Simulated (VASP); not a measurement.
# CdS (Greenockite) (P6_3mc) in VASP: notebook, part 2 of 2

VASP 6.6.1. Earlier steps stand in the parts before.

### Step 4. Single point, PBE (volume scaled by 0.96)

Contents of INCAR:

```
SYSTEM = CdS
ALGO = Normal
EDIFF = 1E-6
ENCUT = 520
GGA = PE
ISIF = 2
ISMEAR = -1
LASPH = .True.
LCHARG = .True.
LELF = .True.
LREAL = .False.
LVHAR = .True.
LWAVE = .False.
NBANDS = 26
NELM = 60
PREC = Accurate
SIGMA = 0.05
```

Contents of KPOINTS:

```
k-points
0
Gamma
  7 7 4
  0 0 0
```

Contents of POSCAR:

```
CdS
1.0
    4.0939120434      0.0000000000      0.0000000000
   -2.0469560217      3.5454318304      0.0000000000
    0.0000000000      0.0000000000      6.6459482979
Cd S
2 2
Direct
    0.6666666667      0.3333333333      0.5000000000
    0.3333333333      0.6666666667      0.0000000000
    0.6666666667      0.3333333333      0.8750000000
    0.3333333333      0.6666666667      0.3750000000
```

Potentials or basis: VASP PAW PBE potentials, release 64 (Cd, S).

Run with:

```console
$ cat potpaw_PBE.64/Cd/POTCAR potpaw_PBE.64/S/POTCAR > POTCAR
$ mpirun -np 1 vasp_std > vasp.out
```

OUTCAR:

```text
SYSTEM = CdS
   EDIFF = 1E-6
   ENCUT = 520
   GGA = PE
   ISIF = 2
   ISMEAR = -1
   LASPH = .True.
   LREAL = .False.
   NELM = 60
   PREC = Accurate

 ion  position               nearest neighbor table
   1  0.667  0.333  0.500-   3 2.49   4 2.51   4 2.51   4 2.51
   2  0.333  0.667  0.000-   4 2.49   3 2.51   3 2.51   3 2.51
   3  0.667  0.333  0.875-   1 2.49   2 2.51   2 2.51   2 2.51
   4  0.333  0.667  0.375-   2 2.49   1 2.51   1 2.51   1 2.51

  LATTYP: Found a hexagonal cell.
 ALAT       =     4.0939120434
 C/A-ratio  =     1.6233734940

  Lattice vectors:

 A1 = (   4.0939120434,   0.0000000000,   0.0000000000)
 A2 = (  -2.0469560217,   3.5454318304,   0.0000000000)
 A3 = (   0.0000000000,   0.0000000000,   6.6459482979)

Analysis of symmetry for initial positions (statically):
=====================================================================
 Subroutine PRICEL returns:
 Original cell was already a primitive cell.

 Routine SETGRP: Setting up the symmetry group for a
 hexagonal supercell.

 Subroutine GETGRP returns: Found 12 space group operations
 (whereof  6 operations were pure point group operations)
 out of a pool of 24 trial point group operations.

The static configuration has the point symmetry C_3v.
 The point group associated with its full space group is C_6v.

Analysis of symmetry for dynamics (positions and initial velocities):
=====================================================================
 Subroutine PRICEL returns:
 Original cell was already a primitive cell.

 Routine SETGRP: Setting up the symmetry group for a
 hexagonal supercell.

 Subroutine GETGRP returns: Found 12 space group operations
 (whereof  6 operations were pure point group operations)
 out of a pool of 24 trial point group operations.

The dynamic configuration has the point symmetry C_3v.
 The point group associated with its full space group is C_6v.

 Subroutine INISYM returns: Found 12 space group operations
 (whereof  6 operations are pure point group operations),
 and found     1 'primitive' translations

----------------------------------------------------------------------------------------

                                     Primitive cell

  volume of cell :      96.4639

  direct lattice vectors                    reciprocal lattice vectors
     4.093912043  0.000000000  0.000000000     0.244265140  0.141026545  0.000000000
    -2.046956022  3.545431830  0.000000000     0.000000000  0.282053089  0.000000000
     0.000000000  0.000000000  6.645948298     0.000000000  0.000000000  0.150467617

  length of vectors
     4.093912043  4.093912043  6.645948298     0.282053089  0.282053089  0.150467617

  position of ions in fractional coordinates (direct lattice)
     0.666666667  0.333333333  0.500000000
     0.333333333  0.666666667  0.000000000
     0.666666667  0.333333333  0.875000000
     0.333333333  0.666666667  0.375000000

  ion indices of the primitive-cell ions
   primitive index   ion index
                 1           1
                 2           2
                 3           3
                 4           4

----------------------------------------------------------------------------------------

 KPOINTS: k-points

Automatic generation of k-mesh.
 Grid dimensions read from file:
 generate k-points for:    7    7    4

 Generating k-lattice:

  Cartesian coordinates                     Fractional coordinates (reciprocal lattice)
     0.034895020  0.020146649  0.000000000     0.142857143  0.000000000  0.000000000
     0.000000000  0.040293298  0.000000000     0.000000000  0.142857143  0.000000000
     0.000000000  0.000000000  0.037616904     0.000000000  0.000000000  0.250000000

  Length of vectors
     0.040293298  0.040293298  0.037616904

  Shift w.r.t. Gamma in fractional coordinates (k-lattice)
     0.000000000  0.000000000  0.000000000

 Subroutine IBZKPT returns following result:
 ===========================================

 Found     24 irreducible k-points:

 Following reciprocal coordinates:
            Coordinates               Weight
  0.000000  0.000000  0.000000      1.000000
  0.142857  0.000000  0.000000      6.000000
  0.285714 -0.000000  0.000000      6.000000
  0.428571  0.000000  0.000000      6.000000
  0.142857  0.142857  0.000000      6.000000
  0.285714  0.142857  0.000000     12.000000
[... 16 lines left out ...]
  0.428571  0.142857  0.500000      6.000000
  0.285714  0.285714  0.500000      6.000000
   k-points           NKPTS =     24   k-points in BZ     NKDIM =     24   number of bands    NBANDS=     26
   number of dos      NEDOS =    301   number of ions     NIONS =      4
   total plane-waves  NPLWV =  45000
   dimension x,y,z NGX =    30 NGY =   30 NGZ =   50
   dimension x,y,z NGXF=    60 NGYF=   60 NGZF=  100
   ions per type =               2   2
   NGX,Y,Z   is equivalent  to a cutoff of  12.18, 12.18, 12.51 a.u.
   NGXF,Y,Z  is equivalent  to a cutoff of  24.36, 24.36, 25.01 a.u.
 SYSTEM =  CdS
   PREC   = accura    normal or accurate (medium, high low for compatibility)
   ISTART =      0    job   : 0-new  1-cont  2-samecut
   ICHARG =      2    charge: 1-file 2-atom 10-const
   ISPIN  =      1    spin polarized calculation?
   LNONCOLLINEAR =      F non collinear calculations
   LSORBIT =      F    spin-orbit coupling
   LASPH  =      T    aspherical Exc in radial PAW
   ENCUT  =  520.0 eV  38.22 Ry    6.18 a.u.   7.61  7.61 12.36*2*pi/ulx,y,z
   NELM   =     60;   NELMIN=  2; NELMDL= -5     # of ELM steps
   EDIFF  = 0.1E-05   stopping-criterion for ELM
   LREAL  =      F    real-space projection
   EDIFFG = 0.1E-04   stopping-criterion for IOM
   NSW    =      0    number of steps for IOM
   IBRION =     -1    ionic relax: 0-MD 1-quasi-New 2-CG
   NFREE  =      0    steps in history (QN), initial steepest desc. (CG)
   ISIF   =      2    stress and relaxation
   ISYM   =      2    0-nonsym 1-usesym 2-fastsym
   POTIM  = 0.5000    time-step for ionic-motion
   TEBEG  =    0.0;   TEEND  =   0.0 temperature during run
   PSTRESS=    0.0 pullay stress
   NELECT =      36.0000    total number of electrons
   NUPDOWN=      -1.0000    fix difference up-down
   EMIN   =  10.00;   EMAX   =-10.00  energy-range for DOS
   EFERMI =   0.00;   METHOD = LEGACY
   ISMEAR =    -1;   SIGMA  =   0.05  broadening in eV -4-tet -1-fermi 0-gaus
   EFERMI_NEDOS =   21; number of points for ismear=-14 and -15
   IALGO  =     38    algorithm
   IMIX   =      4    mixing-type and parameters
     AMIX     =   0.40;   BMIX     =  1.00
     AMIX_MAG =   1.60;   BMIX_MAG =  1.00
  volume/ion in A,a.u.               =      24.12       162.74
  Fermi-wavevector in a.u.,A,eV,Ry     =   1.178657  2.227339 18.901655  1.389232
  Thomas-Fermi vector in A             =   2.314982
   LORBIT       =      0    0 simple, 1 ext, 2 COOP (PROOUT), +10 PAW based schemes
   GGA     = PE    functional components
[... 5 lines left out ...]
 non-spin polarized calculation
  energy-cutoff  :      520.00
  volume of cell :       96.46
 maximum number of plane-waves:      2641
   NGX = 15   NGY = 15   NGZ = 25

 number of electron      36.0000018 magnetization

 Free energy of the ion-electron system (eV)
  ---------------------------------------------------
  ext. energy  EPLUGINS =         0.00000000
  ---------------------------------------------------
  free energy    TOTEN  =       -12.17141788 eV

  energy without entropy =      -12.17141782  energy(sigma->0) =      -12.17141785

 E-fermi :   2.2354     XC(G=0):  -9.2772

 val. band max:        1.5589069752   @ k =   0.0000   0.0000   0.0000
 cond. band min:       2.8543313561   @ k =   0.0000   0.0000   0.0000
 fundamental gap:      1.2954243809
 Fermi energy:         2.2353781758

 k-point     1 :       0.0000    0.0000    0.0000
  band No.  band energies     occupation
      1     -10.9924      2.00000
      2     -10.5281      2.00000
      3      -6.2657      2.00000
      4      -6.2414      2.00000
      5      -6.2414      2.00000
      6      -6.1463      2.00000
[... 18 lines left out ...]
     25       9.1763      0.00000
     26       9.4051      0.00000
[... 644 lines left out ...]
      4      -6.0668      2.00000
      5      -6.0264      2.00000
      6      -6.0264      2.00000
[... 18 lines left out ...]
     25      10.3069      0.00000
     26      10.3069      0.00000

------------------------ aborting loop because EDIFF is reached ----------------------------------------

  FORCE on cell =-STRESS in cart. coord.  units (eV):
  Direction    XX          YY          ZZ          XY          YZ          ZX
  --------------------------------------------------------------------------------------
  -------------------------------------------------------------------------------------
  Total        3.0104883      3.0104883      3.4964302      0.0000000      0.0000000      0.0000000
  in kB       50.0014870     50.0014870     58.0725424      0.0000000      0.0000000      0.0000000
  external PRESSURE =      52.6918388 kB  Pullay stress =       0.0000000 kB

 VOLUME and BASIS-vectors are now :
 -----------------------------------------------------------------------------
  energy-cutoff  :      520.00
  volume of cell :       96.46
      direct lattice vectors                 reciprocal lattice vectors
     4.093912043  0.000000000  0.000000000     0.244265140  0.141026545  0.000000000
    -2.046956022  3.545431830  0.000000000     0.000000000  0.282053089  0.000000000
     0.000000000  0.000000000  6.645948298     0.000000000  0.000000000  0.150467617

 POSITION                                       TOTAL-FORCE (eV/Angst)
 -----------------------------------------------------------------------------------
      2.04696      1.18181      3.32297        -0.000000      0.000000     -0.077567
     -0.00000      2.36362      0.00000         0.000000     -0.000000     -0.077567
      2.04696      1.18181      5.81520         0.000000      0.000000      0.077567
     -0.00000      2.36362      2.49223         0.000000     -0.000000      0.077567
 -----------------------------------------------------------------------------------
    total drift:                                0.000000      0.000000      0.000266

  FREE ENERGIE OF THE ION-ELECTRON SYSTEM (eV)
  ---------------------------------------------------
  free  energy   TOTEN  =       -12.1714178842 eV

  energy  without entropy=      -12.1714178225  energy(sigma->0) =      -12.17141785
```

stdout:

```text
POSCAR found type information on POSCAR CdS
 POSCAR found :  2 types and       4 ions
 scaLAPACK will be used
 LDA part: xc-table for (Slater+PW92), standard interpolation
 POSCAR, INCAR and KPOINTS ok, starting setup
 FFT: planning ... GRIDC
 FFT: planning ... GRID_SOFT
 FFT: planning ... GRID
 WAVECAR not read
 entering main loop
```

Wall time 27 s (1 thread of Intel Xeon 6975P-C (Granite Rapids), shared host); peak memory 0.21 GiB.

What came out:

```
Free energy            : -12.1714 eV
Pressure               : 5.3 GPa
Largest force          : 0.078 eV/Å
Band gap on the k mesh : 1.30 eV, direct
```

Forces in eV/Å, atoms in the order of the input:
```
Cd   0.000  0.000 -0.078
Cd   0.000  0.000 -0.078
S    0.000  0.000  0.078
S    0.000  0.000  0.078
```

Stress tensor (GPa, compression positive):
```
5.00 0.00 0.00
0.00 5.00 0.00
0.00 0.00 5.81
```

### Step 5. The runs side by side

```tsv
level	cell	gap on the mesh (eV)	pressure (GPa)	largest force (eV/Å)
PBEsol	a = 4.231, b = 4.231, c = 6.869 Å, angles 90.0, 90.0, 120.0°, 4 atoms	0.93	-3.6	0.06
PBE	a = 4.065, b = 4.065, c = 6.599 Å, angles 90.0, 90.0, 120.0°, 4 atoms	1.34	7.0	0.08
PBE	a = 4.094, b = 4.094, c = 6.646 Å, angles 90.0, 90.0, 120.0°, 4 atoms	1.30	5.3	0.08
```

Alike in all rows: task single point; potentials or basis VASP PAW PBE potentials, release 64 (Cd, S); no spin polarisation; k mesh 7 × 7 × 4; cutoff (eV) 520; smearing fermi-dirac 0.05 eV.

Caveats: the PAW data sets were made with another functional, which shifts forces and pressure a little (some runs).

Total energies depend on the potentials used, so only differences within one code and one set of settings carry meaning.
